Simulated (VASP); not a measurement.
# GaN (P6_3mc) in VASP: further runs

Runs on GaN. Level: LDA. Tasks: vibrations by perturbation theory.

Everything below comes from runs of VASP 6.6.1. Logs are shortened: lines on timing, memory, paths and dates and some standing lists are left out, and cuts for length are marked.

### Step 1. The cell of the first run

Symmetry: P6_3mc, No. 186, hexagonal system. The conventional cell has a = 3.152 Å, b = 3.152 Å, c = 5.138 Å, α = 90.00°, β = 90.00°, γ = 120.00°. Within 2.6 Å of Ga (site symmetry 3m) lie 4 N at 1.93 Å. Within 2.6 Å of N (site symmetry 3m) lie 4 Ga at 1.93 Å.

### Step 2. Vibrations by perturbation theory, LDA

INCAR reads:

```
SYSTEM = GaN
ALGO = Normal
EDIFF = 1E-8
ENCUT = 520
IBRION = 8
ISIF = 2
ISMEAR = 0
LASPH = .True.
LCHARG = .False.
LREAL = .False.
LWAVE = .False.
NELM = 80
NSW = 1
PREC = Accurate
SIGMA = 0.01
```

KPOINTS reads:

```
k-points
0
Gamma
  8 8 4
  0 0 0
```

POSCAR reads:

```
GaN
1.0
    3.1518145789      0.0000000000      0.0000000000
   -1.5759072894      2.7295514933      0.0000000000
    0.0000000000      0.0000000000      5.1383977941
Ga N
2 2
Direct
    0.3333333333      0.6666666667     -0.0007042243
    0.6666666667      0.3333333333      0.4992957757
    0.3333333333      0.6666666667      0.3757042243
    0.6666666667      0.3333333333      0.8757042243
```

Potentials or basis: VASP PAW LDA potentials, release 64 (Ga_d, N).

Command:

```sh
$ cat potpaw_LDA.64/Ga_d/POTCAR potpaw_LDA.64/N/POTCAR > POTCAR
$ mpirun -np 1 vasp_std > vasp.out
```

OUTCAR:

```text
SYSTEM = GaN
   EDIFF = 1E-8
   ENCUT = 520
   IBRION = 8
   ISIF = 2
   ISMEAR = 0
   LASPH = .True.
   LREAL = .False.
   NELM = 80
   NSW = 1
   PREC = Accurate

 ion  position               nearest neighbor table
   1  0.333  0.667  0.999-   4 1.93   4 1.93   4 1.93   3 1.93
   2  0.667  0.333  0.499-   3 1.93   3 1.93   3 1.93   4 1.93
   3  0.333  0.667  0.376-   2 1.93   2 1.93   2 1.93   1 1.93
   4  0.667  0.333  0.876-   1 1.93   1 1.93   1 1.93   2 1.93

  LATTYP: Found a hexagonal cell.
 ALAT       =     3.1518145789
 C/A-ratio  =     1.6302982506

  Lattice vectors:

 A1 = (   3.1518145789,   0.0000000000,   0.0000000000)
 A2 = (  -1.5759072894,   2.7295514933,   0.0000000000)
 A3 = (   0.0000000000,   0.0000000000,   5.1383977941)

Analysis of symmetry for initial positions (statically):
=====================================================================
 Subroutine PRICEL returns:
 Original cell was already a primitive cell.

 Routine SETGRP: Setting up the symmetry group for a
 hexagonal supercell.

 Subroutine GETGRP returns: Found 12 space group operations
 (whereof  6 operations were pure point group operations)
 out of a pool of 24 trial point group operations.

The static configuration has the point symmetry C_3v.
 The point group associated with its full space group is C_6v.

Analysis of symmetry for dynamics (positions and initial velocities):
=====================================================================
 Subroutine PRICEL returns:
 Original cell was already a primitive cell.

 Routine SETGRP: Setting up the symmetry group for a
 hexagonal supercell.

 Subroutine GETGRP returns: Found 12 space group operations
 (whereof  6 operations were pure point group operations)
 out of a pool of 24 trial point group operations.

The dynamic configuration has the point symmetry C_3v.
 The point group associated with its full space group is C_6v.

 Subroutine INISYM returns: Found 12 space group operations
 (whereof  6 operations are pure point group operations),
 and found     1 'primitive' translations

----------------------------------------------------------------------------------------

                                     Primitive cell

  volume of cell :      44.2058

  direct lattice vectors                    reciprocal lattice vectors
     3.151814579  0.000000000  0.000000000     0.317277548  0.183180277  0.000000000
    -1.575907289  2.729551493  0.000000000     0.000000000  0.366360555  0.000000000
     0.000000000  0.000000000  5.138397794     0.000000000  0.000000000  0.194613193

  length of vectors
     3.151814579  3.151814579  5.138397794     0.366360555  0.366360555  0.194613193

  position of ions in fractional coordinates (direct lattice)
     0.333333333  0.666666667  0.999295776
     0.666666667  0.333333333  0.499295776
     0.333333333  0.666666667  0.375704224
     0.666666667  0.333333333  0.875704224

  ion indices of the primitive-cell ions
   primitive index   ion index
                 1           1
                 2           2
[... 121 lines left out ...]
  free energy    TOTEN  =       -27.90936985 eV

  energy without entropy =      -27.90936985  energy(sigma->0) =      -27.90936985

 E-fermi :   5.4958     XC(G=0): -12.2986

 val. band max:        5.4411511700   @ k =   0.0000   0.0000   0.0000
 cond. band min:       7.5863327840   @ k =   0.0000   0.0000   0.0000
 fundamental gap:      2.1451816141
 Fermi energy:         5.4957523713

 k-point     1 :       0.0000    0.0000    0.0000
  band No.  band energies     occupation
      1     -10.7017      2.00000
      2      -9.7203      2.00000
      3      -8.1463      2.00000
      4      -8.1289      2.00000
      5      -8.1289      2.00000
      6      -8.0619      2.00000
[... 589 lines left out ...]
     21      13.3226      0.00000
     22      13.3226      0.00000

 [... further k-points ...]

------------------------ aborting loop because EDIFF is reached ----------------------------------------

  FORCE on cell =-STRESS in cart. coord.  units (eV):
  Direction    XX          YY          ZZ          XY          YZ          ZX
  --------------------------------------------------------------------------------------
  -------------------------------------------------------------------------------------
  Total        0.3056706      0.3056706      0.2973562      0.0000000      0.0000000      0.0000000
  in kB       11.0785933     11.0785933     10.7772478      0.0000000      0.0000000      0.0000000
  external PRESSURE =      10.9781448 kB  Pullay stress =       0.0000000 kB

 VOLUME and BASIS-vectors are now :
 -----------------------------------------------------------------------------
  energy-cutoff  :      520.00
  volume of cell :       44.21
      direct lattice vectors                 reciprocal lattice vectors
     3.151814579  0.000000000  0.000000000     0.317277548  0.183180277  0.000000000
    -1.575907289  2.729551493  0.000000000     0.000000000  0.366360555  0.000000000
     0.000000000  0.000000000  5.138397794     0.000000000  0.000000000  0.194613193

 POSITION                                       TOTAL-FORCE (eV/Angst)
 -----------------------------------------------------------------------------------
     -0.00000      1.81970      5.13478         0.000000      0.000000      0.001749
      1.57591      0.90985      2.56558         0.000000     -0.000000      0.001749
     -0.00000      1.81970      1.93052         0.000000     -0.000000     -0.001749
      1.57591      0.90985      4.49972        -0.000000      0.000000     -0.001749
 -----------------------------------------------------------------------------------
    total drift:                               -0.000001     -0.000001      0.000784

  FREE ENERGIE OF THE ION-ELECTRON SYSTEM (eV)
  ---------------------------------------------------
  free  energy   TOTEN  =       -27.9093698532 eV

  energy  without entropy=      -27.9093698532  energy(sigma->0) =      -27.90936985

[... ionic steps 2 to 9 ...]

--------------------------------------- Ionic step       10  -------------------------------------------

------------------------ aborting loop because EDIFF is reached ----------------------------------------

[... ionic steps 11 to 11 ...]

--------------------------------------- Ionic step       12  -------------------------------------------

 Free energy of the ion-electron system (eV)
  ---------------------------------------------------
  ---------------------------------------------------
  free energy    TOTEN  =        -0.24487850 eV

  energy without entropy =       -0.24487850

------------------------ aborting loop because EDIFF is reached ----------------------------------------

 INTERNAL STRAIN TENSOR  FOR ION    3  DIRECTION 3   (eV/Angst):
 -----------------------------------------------------------------------------
     5.86632  0.00000 -0.00000
     0.00000  5.86632  0.00000
     0.00000  0.00000-11.05448

 INTERNAL STRAIN TENSOR FOR ION    4 for displacements in x,y,z  (eV/Angst):
          X           Y           Z          XY          YZ          ZX
  --------------------------------------------------------------------------------
  x     0.00000    -0.00000    -0.00000    10.23162     0.00000     5.84495
  y    10.23162   -10.23162     0.00000    -0.00000     6.13280     0.00000
  z     5.86632     5.86632   -11.05448     0.00000     0.00000    -0.00000

 SECOND DERIVATIVES (NOT SYMMETRIZED)
 ------------------------------------
               1X          1Y          1Z          2X          2Y          2Z          3X          3Y          3Z          4X          4Y          4Z
  1X   -14.242942   -0.000000    0.000000    0.473442    0.000000    0.000000    1.046178    0.000000    0.000000   12.723322    0.000000   -0.000000
  1Y    -0.000000  -14.242942    0.000000    0.000000    0.473442    0.000000    0.000000    1.046178    0.000000    0.000000   12.723322    0.000000
  1Z     0.000000    0.000000  -21.255453    0.000000    0.000000    8.571509    0.000000    0.000000    7.590388   -0.000000    0.000000    5.093555
  2X     0.473442    0.000000    0.000000  -14.242942   -0.000000    0.000000   12.723322    0.000000    0.000000    1.046178    0.000000    0.000000
  2Y     0.000000    0.473442    0.000000   -0.000000  -14.242942    0.000000    0.000000   12.723322   -0.000000    0.000000    1.046178   -0.000000
  2Z    -0.000000    0.000000    8.571509    0.000000    0.000000  -21.255453    0.000000    0.000000    5.093555    0.000000   -0.000000    7.590388
  3X     1.029925    0.000000    0.000000   12.706172    0.000000   -0.000000  -14.407193   -0.000000    0.000000    0.671096    0.000000   -0.000000
  3Y     0.000000    1.029925    0.000000    0.000000   12.706172    0.000000   -0.000000  -14.407193    0.000000    0.000000    0.671096    0.000000
  3Z    -0.000000   -0.000000    7.536730    0.000000    0.000000    5.113286    0.000000   -0.000000  -18.998336    0.000000    0.000000    6.348321
  4X    12.706172    0.000000    0.000000    1.029925    0.000000   -0.000000    0.671096    0.000000    0.000000  -14.407193   -0.000000   -0.000000
  4Y     0.000000   12.706172    0.000000    0.000000    1.029925   -0.000000    0.000000    0.671096    0.000000   -0.000000  -14.407193    0.000000
  4Z    -0.000000    0.000000    5.113286    0.000000    0.000000    7.536730   -0.000000   -0.000000    6.348321   -0.000000    0.000000  -18.998336

 Eigenvectors and eigenvalues of the dynamical matrix
 ----------------------------------------------------

   1 f  =   21.060421 THz   132.326525 2PiTHz  702.500011 cm-1    87.098862 meV
             X         Y         Z           dx          dy          dz
     -0.000000  1.819701  5.134779     0.000000    0.000000    0.040077
      1.575907  0.909850  2.565580     0.000000    0.000000   -0.040077
     -0.000000  1.819701  1.930518     0.000000    0.000000   -0.705970
      1.575907  0.909850  4.499717    -0.000000   -0.000000    0.705970
[... 71 lines left out ...]
  12 f/i=    0.008147 THz     0.051190 2PiTHz    0.271760 cm-1     0.033694 meV
             X         Y         Z           dx          dy          dz
     -0.000000  1.819701  5.134779     0.000000   -0.000000    0.645135
      1.575907  0.909850  2.565580     0.000000   -0.000000    0.645135
     -0.000000  1.819701  1.930518     0.000000   -0.000000    0.289484
      1.575907  0.909850  4.499717     0.000000   -0.000000    0.289484

--------------------------------------------------------------------------------------------------------

 ELASTIC MODULI CONTR FROM IONIC RELAXATION (kBar)
 Direction    XX          YY          ZZ          XY          YZ          ZX
 --------------------------------------------------------------------------------
 XX        -703.2226    310.0332    370.0262     -0.0000      0.0000     -0.0000
 YY         310.0332   -703.2226    370.0262     -0.0000      0.0000      0.0000
 ZZ         370.0262    370.0262   -696.4553      0.0000     -0.0000      0.0000
 XY          -0.0000     -0.0000      0.0000   -506.6279     -0.0000      0.0000
 YZ          -0.0000      0.0000     -0.0000     -0.0000   -170.1294     -0.0000
 ZX          -0.0000     -0.0000      0.0000      0.0000     -0.0000   -184.7975
 --------------------------------------------------------------------------------
```

Wall time 10 min (1 thread of Intel Xeon Platinum 8488C (Sapphire Rapids), shared host); peak memory 0.4 GiB.

What came out:

```
Highest phonon frequency at Γ, LO-TO splitting left out : 703 cm⁻¹
```

Phonon frequencies in cm⁻¹ (negative: imaginary):
| q point | frequencies |
| --- | --- |
| (0.000, 0.000, 0.000) | 0 0 0 140 140 339 543 566 566 575 575 703 |

Caveat: the cell wasn't relaxed at this level first, which shifts response properties.

(Continued in part 2 of 2.)
